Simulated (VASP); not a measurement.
# Ir (I4/mmm) in VASP: a series of runs

Runs on Ir. Level: PBE. Tasks: single point.

All numbers are computed with VASP 6.6.1; they aren't measurements. Logs are shortened: lines on timing, memory, paths and dates and some standing lists are left out, and cuts for length are marked.

### 1 The cell of the first run

It takes space group I4/mmm (No. 139, tetragonal). Conventional cell: a = 2.932 Å, b = 2.932 Å, c = 3.993 Å, α = 90.00°, β = 90.00°, γ = 90.00°. Ir (site symmetry 4/mmm) has 12 Ir at 2.88 to 2.93 Å within 3.8 Å.

### 2 Single point, PBE (strain +0.080 along x and y, +0.040 along z)

Input file INCAR:

```
  PREC = Accurate
  ENCUT = 520
  EDIFF = 1E-6
  ISMEAR = 0
  SIGMA = 0.15
  LREAL = F
  LASPH = T
  NELM = 100
  ALGO = Fast
  ISIF = 2
  LWAVE = F
  LCHARG = T
  GGA = PE
  LELF = T
  LVHAR = T
  NBANDS = 10
```

Input file KPOINTS:

```
regular mesh
0
Gamma
  22 22 22
```

Input file POSCAR:

```
Ir
1.0
    0.0000000000      2.0732760000      1.9964880000
    2.0732760000      0.0000000000      1.9964880000
    2.0732760000      2.0732760000      0.0000000000
Ir
1
Direct
    0.0000000000      0.0000000000      0.0000000000
```

Potentials or basis: VASP PAW PBE potentials, release 64 (Ir).

Started as:

```console
$ cat potpaw_PBE.64/Ir/POTCAR > POTCAR
$ mpirun -np 1 vasp_std > vasp.out
```

OUTCAR:

```text
PREC = Accurate
   ENCUT = 520
   EDIFF = 1E-6
   ISMEAR = 0
   LREAL = F
   LASPH = T
   NELM = 100
   ISIF = 2
   GGA = PE

 ion  position               nearest neighbor table
   1  0.000  0.000  0.000-

  LATTYP: Found a body centered tetragonal cell.
 ALAT       =     2.9320550377
 C/A-ratio  =     1.3618352823

  Lattice vectors:

 A1 = (   0.0000000000,  -2.0732760000,  -1.9964880000)
 A2 = (   0.0000000000,   2.0732760000,  -1.9964880000)
 A3 = (   2.0732760000,   0.0000000000,   1.9964880000)

Analysis of symmetry for initial positions (statically):
=====================================================================
 Subroutine PRICEL returns:
 Original cell was already a primitive cell.

 Routine SETGRP: Setting up the symmetry group for a
 body centered tetragonal supercell.

 Subroutine GETGRP returns: Found 16 space group operations
 (whereof 16 operations were pure point group operations)
 out of a pool of 16 trial point group operations.

The static configuration has the point symmetry D_4h.

Analysis of symmetry for dynamics (positions and initial velocities):
=====================================================================
 Subroutine PRICEL returns:
 Original cell was already a primitive cell.

 Routine SETGRP: Setting up the symmetry group for a
 body centered tetragonal supercell.

 Subroutine GETGRP returns: Found 16 space group operations
 (whereof 16 operations were pure point group operations)
 out of a pool of 16 trial point group operations.

The dynamic configuration has the point symmetry D_4h.

 Subroutine INISYM returns: Found 16 space group operations
 (whereof 16 operations are pure point group operations),
 and found     1 'primitive' translations

----------------------------------------------------------------------------------------

                                     Primitive cell

  volume of cell :      17.1637

  direct lattice vectors                    reciprocal lattice vectors
     0.000000000  2.073276000  1.996488000    -0.241164225  0.241164225  0.250439772
     2.073276000  0.000000000  1.996488000     0.241164225 -0.241164225  0.250439772
     2.073276000  2.073276000  0.000000000     0.241164225  0.241164225 -0.250439772

  length of vectors
     2.878269915  2.878269915  2.932055038     0.423131713  0.423131713  0.423131713

  position of ions in fractional coordinates (direct lattice)
     0.000000000  0.000000000  0.000000000

  ion indices of the primitive-cell ions
   primitive index   ion index
                 1           1

----------------------------------------------------------------------------------------

 KPOINTS: regular mesh

Automatic generation of k-mesh.
 Grid dimensions read from file:
 generate k-points for:   22   22   22

 Generating k-lattice:

  Cartesian coordinates                     Fractional coordinates (reciprocal lattice)
    -0.010962010  0.010962010  0.011383626     0.045454545  0.000000000  0.000000000
     0.010962010 -0.010962010  0.011383626     0.000000000  0.045454545  0.000000000
     0.010962010  0.010962010 -0.011383626     0.000000000  0.000000000  0.045454545

  Length of vectors
     0.019233260  0.019233260  0.019233260

  Shift w.r.t. Gamma in fractional coordinates (k-lattice)
     0.000000000  0.000000000  0.000000000

 Subroutine IBZKPT returns following result:
 ===========================================

 Found    834 irreducible k-points:

 Following reciprocal coordinates:
            Coordinates               Weight
  0.000000  0.000000  0.000000      1.000000
  0.045455  0.000000  0.000000      8.000000
  0.090909  0.000000  0.000000      8.000000
  0.136364  0.000000  0.000000      8.000000
  0.181818  0.000000  0.000000      8.000000
  0.227273  0.000000  0.000000      8.000000
[... 16 lines left out ...]
  0.500000  0.045455  0.000000      8.000000
 -0.454545  0.045455  0.000000      8.000000
 [... further k-points ...]
   k-points           NKPTS =    834   k-points in BZ     NKDIM =    834   number of bands    NBANDS=     10
   number of dos      NEDOS =    301   number of ions     NIONS =      1
   total plane-waves  NPLWV =  13824
   dimension x,y,z NGX =    24 NGY =   24 NGZ =   24
   dimension x,y,z NGXF=    48 NGYF=   48 NGZF=   48
   ions per type =               1
   NGX,Y,Z   is equivalent  to a cutoff of  13.86, 13.86, 13.61 a.u.
   NGXF,Y,Z  is equivalent  to a cutoff of  27.72, 27.72, 27.22 a.u.
 SYSTEM =  unknown system
   PREC   = accura    normal or accurate (medium, high low for compatibility)
   ISTART =      0    job   : 0-new  1-cont  2-samecut
   ICHARG =      2    charge: 1-file 2-atom 10-const
   ISPIN  =      1    spin polarized calculation?
   LNONCOLLINEAR =      F non collinear calculations
   LSORBIT =      F    spin-orbit coupling
   LASPH  =      T    aspherical Exc in radial PAW
   ENCUT  =  520.0 eV  38.22 Ry    6.18 a.u.   5.35  5.35  5.45*2*pi/ulx,y,z
   NELM   =    100;   NELMIN=  2; NELMDL= -5     # of ELM steps
   EDIFF  = 0.1E-05   stopping-criterion for ELM
   LREAL  =      F    real-space projection
   EDIFFG = 0.1E-04   stopping-criterion for IOM
   NSW    =      0    number of steps for IOM
   IBRION =     -1    ionic relax: 0-MD 1-quasi-New 2-CG
   NFREE  =      0    steps in history (QN), initial steepest desc. (CG)
   ISIF   =      2    stress and relaxation
   ISYM   =      2    0-nonsym 1-usesym 2-fastsym
   POTIM  = 0.5000    time-step for ionic-motion
   TEBEG  =    0.0;   TEEND  =   0.0 temperature during run
   PSTRESS=    0.0 pullay stress
   NELECT =       9.0000    total number of electrons
   NUPDOWN=      -1.0000    fix difference up-down
   EMIN   =  10.00;   EMAX   =-10.00  energy-range for DOS
   EFERMI =   0.00;   METHOD = LEGACY
   ISMEAR =     0;   SIGMA  =   0.15  broadening in eV -4-tet -1-fermi 0-gaus
   EFERMI_NEDOS =   21; number of points for ismear=-14 and -15
   IALGO  =     68    algorithm
   IMIX   =      4    mixing-type and parameters
     AMIX     =   0.40;   BMIX     =  1.00
     AMIX_MAG =   1.60;   BMIX_MAG =  1.00
  volume/ion in A,a.u.               =      17.16       115.83
  Fermi-wavevector in a.u.,A,eV,Ry     =   1.320136  2.494695 23.711678  1.742759
  Thomas-Fermi vector in A             =   2.449984
   LORBIT       =      0    0 simple, 1 ext, 2 COOP (PROOUT), +10 PAW based schemes
   GGA     = PE    functional components
   LHFCALC =     F    Hartree Fock is set to
   AEXX    =    0.0000 exact exchange contribution
   IVDW    =     0    specifies the selected vdW correction
   LEPSILON=     F    determine dielectric tensor
   LRPA    =     F    only Hartree local field effects (RPA)
 non-spin polarized calculation
 RMM-DIIS sequential band-by-band and
 Gauss-broadening in eV      SIGMA  =   0.15
  energy-cutoff  :      520.00
  volume of cell :       17.16
 maximum number of plane-waves:       485
 NGX is ok and might be reduce to    24
   NGX = 11   NGY = 11   NGZ = 11

 number of electron       9.0000000 magnetization

 Free energy of the ion-electron system (eV)
  ---------------------------------------------------
  ext. energy  EPLUGINS =         0.00000000
  ---------------------------------------------------
  free energy    TOTEN  =        -8.47394331 eV

  energy without entropy =       -8.45757103  energy(sigma->0) =       -8.46575717

 E-fermi :   7.3204     XC(G=0): -12.8592

 val. band max:        7.3199650379   @ k =   0.3636   0.1364   0.0000
 cond. band min:       7.3231494803   @ k =  -0.1364   0.3182   0.2273
 fundamental gap:      0.0031844424
 Fermi energy:         7.3204295810

 k-point     1 :       0.0000    0.0000    0.0000
  band No.  band energies     occupation
      1      -1.8060      2.00000
      2       4.3569      2.00000
      3       4.3569      2.00000
      4       4.7244      2.00000
      5       6.1952      2.00000
      6       6.6640      2.00000
      7      21.9216      0.00000
      8      26.0942      0.00000
      9      26.0942      0.00000
     10      26.9572      0.00000

 k-point     2 :       0.0455    0.0000    0.0000
  band No.  band energies     occupation
      1      -1.7302      2.00000
      2       4.3452      2.00000
      3       4.3875      2.00000
      4       4.7312      2.00000
      5       6.1821      2.00000
      6       6.6429      2.00000
      7      22.0369      0.00000
      8      25.7720      0.00000
      9      26.2030      0.00000
     10      26.8913      0.00000

 k-point     3 :       0.0909    0.0000    0.0000
  band No.  band energies     occupation
      1      -1.5068      2.00000
      2       4.2918      2.00000
      3       4.4704      2.00000
      4       4.7731      2.00000
      5       6.1537      2.00000
      6       6.5882      2.00000
      7      22.3585      0.00000
      8      24.7979      0.00000
      9      26.5211      0.00000
     10      27.1014      0.00000

 k-point     4 :       0.1364    0.0000    0.0000
  band No.  band energies     occupation
      1      -1.1490      2.00000
      2       4.1911      2.00000
      3       4.5761      2.00000
      4       4.8615      2.00000
      5       6.1442      2.00000
      6       6.5279      2.00000
      7      22.7910      0.00000
      8      23.5750      0.00000
      9      27.0220      0.00000
     10      27.5691      0.00000
[... 222 lines left out ...]
 k-point    22 :       0.4545    0.0455    0.0000
  band No.  band energies     occupation
      1       1.1527      2.00000
      2       4.3109      2.00000
      3       4.5985      2.00000
      4       6.2252      2.00000
      5       8.0050      0.00000
      6       8.0581      0.00000
      7      13.6440      0.00000
      8      21.6299      0.00000
      9      25.0362      0.00000
     10      26.1275      0.00000

 k-point    23 :       0.5000    0.0455    0.0000
  band No.  band energies     occupation
      1       1.1635      2.00000
      2       4.2733      2.00000
      3       4.5629      2.00000
      4       6.6423      2.00000
      5       8.0610      0.00000
      6       8.3501      0.00000
      7      12.9050      0.00000
      8      21.4991      0.00000
      9      24.9452      0.00000
     10      25.6809      0.00000

 k-point    24 :      -0.4545    0.0455    0.0000
  band No.  band energies     occupation
      1       1.1610      2.00000
      2       4.2757      2.00000
      3       4.5703      2.00000
      4       6.5938      2.00000
      5       7.9588      0.00000
      6       8.2937      0.00000
      7      13.1083      0.00000
      8      21.5297      0.00000
      9      25.2059      0.00000
     10      25.5381      0.00000

 [... further k-points ...]
[... 5 lines left out ...]
  --------------------------------------------------------------------------------------
  -------------------------------------------------------------------------------------
  Total       -4.2757963     -4.2757963     -3.4413499      0.0000000     -0.0000000      0.0000000
  in kB     -399.1320890   -399.1320890   -321.2391575      0.0000000     -0.0000000      0.0000000
  external PRESSURE =    -373.1677785 kB  Pullay stress =       0.0000000 kB

 VOLUME and BASIS-vectors are now :
 -----------------------------------------------------------------------------
  energy-cutoff  :      520.00
  volume of cell :       17.16
      direct lattice vectors                 reciprocal lattice vectors
     0.000000000  2.073276000  1.996488000    -0.241164225  0.241164225  0.250439772
     2.073276000  0.000000000  1.996488000     0.241164225 -0.241164225  0.250439772
     2.073276000  2.073276000  0.000000000     0.241164225  0.241164225 -0.250439772

 POSITION                                       TOTAL-FORCE (eV/Angst)
 -----------------------------------------------------------------------------------
      0.00000      0.00000      0.00000        -0.000000      0.000000     -0.000000
 -----------------------------------------------------------------------------------
    total drift:                               -0.000000      0.000000      0.000000

  FREE ENERGIE OF THE ION-ELECTRON SYSTEM (eV)
  ---------------------------------------------------
  free  energy   TOTEN  =        -8.4739433115 eV

  energy  without entropy=       -8.4575710321  energy(sigma->0) =       -8.46575717
```

It took 3 min on 1 thread of Intel Xeon Platinum 8259CL at 2.50GHz (Skylake/Cascade Lake), shared host; peak memory 0.28 GiB.

What came out:

```yaml
Free_energy: -8.4739 eV
Pressure: -37.3 GPa
Band_gap_on_the_k_mesh: zero (an odd number of electrons rules out a gap without spin polarisation)
```

Stress tensor (GPa, compression positive):
```
-39.91   0.00   0.00
  0.00 -39.91   0.00
  0.00   0.00 -32.12
```

Levels at points of the mesh, in eV from the Fermi level:
```
           k point  band 1  band 2  band 3  band 4  band 5  band 6  band 7  band 8
(0.00, 0.00, 0.00)   -9.13   -2.96   -2.96   -2.60   -1.13   -0.66   14.60   18.77
(0.50, 0.00, 0.00)   -6.22   -3.10   -2.70   -0.17    0.53    0.74    5.56   14.05
(0.50, 0.50, 0.00)   -5.85   -5.45    0.58    1.07    1.07    2.32    8.76   10.44
(0.50, 0.00, 0.50)   -5.92   -5.42    0.60    0.86    1.20    1.63    7.90   10.99
```

Caveat: the cell differs from its parent crystal (strain +0.080 along x and y, +0.040 along z); the cell stands under tension; spin-orbit coupling is left out, which moves the levels of the heavy elements.

### 3 Single point, PBE (strain -0.080 along x and y, -0.040 along z)

Input file INCAR:

```
PREC = Accurate
ENCUT = 520
EDIFF = 1E-7
ISMEAR = 0
SIGMA = 0.15
LREAL = F
LASPH = T
NELM = 60
ALGO = Normal
ISIF = 2
LWAVE = F
LCHARG = F
GGA = PE
NBANDS = 10
```

Input file KPOINTS:

```
Automatic mesh
0
Gamma
  22 22 22
```

Input file POSCAR:

```
Ir
1.0
    0.0000000000      1.7661240000      1.8429120000
    1.7661240000      0.0000000000      1.8429120000
    1.7661240000      1.7661240000      0.0000000000
Ir
1
Direct
    0.0000000000      0.0000000000      0.0000000000
```

Potentials or basis: VASP PAW PBE potentials, release 64 (Ir).

Started as:

```console
$ cat potpaw_PBE.64/Ir/POTCAR > POTCAR
$ mpirun -np 1 vasp_std > vasp.out
```

Run time: 1.9 min. Hardware: 1 thread of Intel Xeon Platinum 8259CL at 2.50GHz (Skylake/Cascade Lake), shared host; peak memory 0.22 GiB.

The run converged. Its results:

- Free energy: -7.7205 eV
- Pressure: 147.7 GPa
- Band gap on the k mesh: zero (an odd number of electrons rules out a gap without spin polarisation)

Stress tensor (GPa, compression positive):
```
157.32   0.00   0.00
  0.00 157.32   0.00
  0.00   0.00 128.55
```

Levels at points of the mesh, in eV from the Fermi level:
```tsv
k point	band 1	band 2	band 3	band 4	band 5	band 6	band 7	band 8	band 9
(0.00, 0.00, 0.00)	-13.47	-5.77	-5.03	-5.03	-2.11	-1.07	13.74	19.44	21.23
(0.50, 0.00, 0.00)	-10.54	-5.86	-5.09	-1.16	1.16	1.57	9.79	13.29	21.36
(0.50, 0.50, 0.00)	-10.65	-9.89	1.19	1.42	2.16	2.16	12.91	13.35	13.35
(0.50, 0.00, 0.50)	-10.64	-9.94	1.26	1.80	2.25	2.62	12.10	12.98	14.31
```

Caveat: the cell differs from its parent crystal (strain -0.080 along x and y, -0.040 along z); the cell stands under pressure; spin-orbit coupling is left out, which moves the levels of the heavy elements.

### 4 Single point, PBE (strain -0.080 along x and y, +0.000 along z)

Input file INCAR:

```
  PREC = Accurate
  ENCUT = 520
  EDIFF = 1E-6
  ISMEAR = 0
  SIGMA = 0.15
  LREAL = False
  LASPH = True
  NELM = 100
  ALGO = Fast
  ISIF = 2
  LWAVE = False
  LCHARG = False
  GGA = PE
  NBANDS = 10
```

Input file KPOINTS:

```
regular mesh
0
Gamma
  22 22 22
```

Input file POSCAR:

```
Ir
1.0
    0.0000000000      1.7661240000      1.9197000000
    1.7661240000      0.0000000000      1.9197000000
    1.7661240000      1.7661240000      0.0000000000
Ir
1
Direct
    0.0000000000      0.0000000000      0.0000000000
```

Started as:

```console
$ cat potpaw_PBE.64/Ir/POTCAR > POTCAR
$ mpirun -np 1 vasp_std > vasp.out
```

Run time: 2.2 min. Hardware: 1 thread of Intel Xeon Platinum 8259CL at 2.50GHz (Skylake/Cascade Lake), shared host; peak memory 0.22 GiB.

The run converged. Its results:

```
Free energy            : -8.0260 eV
Pressure               : 112.1 GPa
Band gap on the k mesh : zero (an odd number of electrons rules out a gap without spin polarisation)
```

Stress tensor (GPa, compression positive):
```
129.17   0.00   0.00
  0.00 129.17   0.00
  0.00   0.00  77.82
```

Levels at points of the mesh, in eV from the Fermi level:
| k point | band 1 | band 2 | band 3 | band 4 | band 5 | band 6 | band 7 | band 8 | band 9 |
| --- | --- | --- | --- | --- | --- | --- | --- | --- | --- |
| (0.00, 0.00, 0.00) | -12.96 | -5.85 | -4.43 | -4.43 | -2.50 | -0.54 | 14.02 | 18.45 | 21.67 |
| (0.50, 0.00, 0.00) | -9.99 | -5.79 | -4.39 | -1.06 | 0.93 | 1.61 | 9.34 | 13.38 | 20.89 |
| (0.50, 0.50, 0.00) | -10.04 | -9.28 | 0.55 | 1.43 | 1.97 | 1.97 | 11.41 | 13.68 | 13.68 |
| (0.50, 0.00, 0.50) | -10.02 | -9.31 | 1.05 | 1.28 | 2.54 | 2.85 | 11.39 | 12.90 | 14.08 |

Caveat: the cell differs from its parent crystal (strain -0.080 along x and y, +0.000 along z); the cell stands under pressure; spin-orbit coupling is left out, which moves the levels of the heavy elements.

### 5 Single point, PBE (strain -0.040 along x and y, -0.080 along z)

Input file INCAR:

```
PREC = Accurate
ENCUT = 520
EDIFF = 1E-6
ISMEAR = 0
SIGMA = 0.15
LREAL = F
LASPH = T
NELM = 100
ALGO = Normal
ISIF = 2
LWAVE = F
LCHARG = F
GGA = PE
NBANDS = 10
```

KPOINTS is that of step 4.

Input file POSCAR:

```
Ir
1.0
    0.0000000000      1.8429120000      1.7661240000
    1.8429120000      0.0000000000      1.7661240000
    1.8429120000      1.8429120000      0.0000000000
Ir
1
Direct
    0.0000000000      0.0000000000      0.0000000000
```

Started as:

```console
$ cat potpaw_PBE.64/Ir/POTCAR > POTCAR
$ mpirun -np 1 vasp_std > vasp.out
```

It took 83 s on 1 thread of Intel Xeon Platinum 8259CL at 2.50GHz (Skylake/Cascade Lake), shared host; peak memory 0.22 GiB.

Results (log left out):

```
Free energy            : -8.1203 eV
Pressure               : 108.8 GPa
Band gap on the k mesh : zero (an odd number of electrons rules out a gap without spin polarisation)
```

Stress tensor (GPa, compression positive):
```
100.87   0.00   0.00
  0.00 100.87   0.00
  0.00   0.00 124.74
```

Levels at points of the mesh, in eV from the Fermi level:
```
           k point  band 2  band 3  band 4  band 5  band 6  band 7
(0.00, 0.00, 0.00)   -5.17   -5.17   -4.51   -1.95   -1.04   13.91
(0.50, 0.00, 0.00)   -5.49   -4.74   -1.09    1.05    1.48    9.23
(0.50, 0.50, 0.00)   -9.39    1.20    2.07    2.07    2.53   12.03
(0.50, 0.00, 0.50)   -9.29    1.22    1.48    1.67    2.36   12.45
```

Caveat: the cell differs from its parent crystal (strain -0.040 along x and y, -0.080 along z); the cell stands under pressure; spin-orbit coupling is left out, which moves the levels of the heavy elements.

(Part 1 of 2 ends here.)
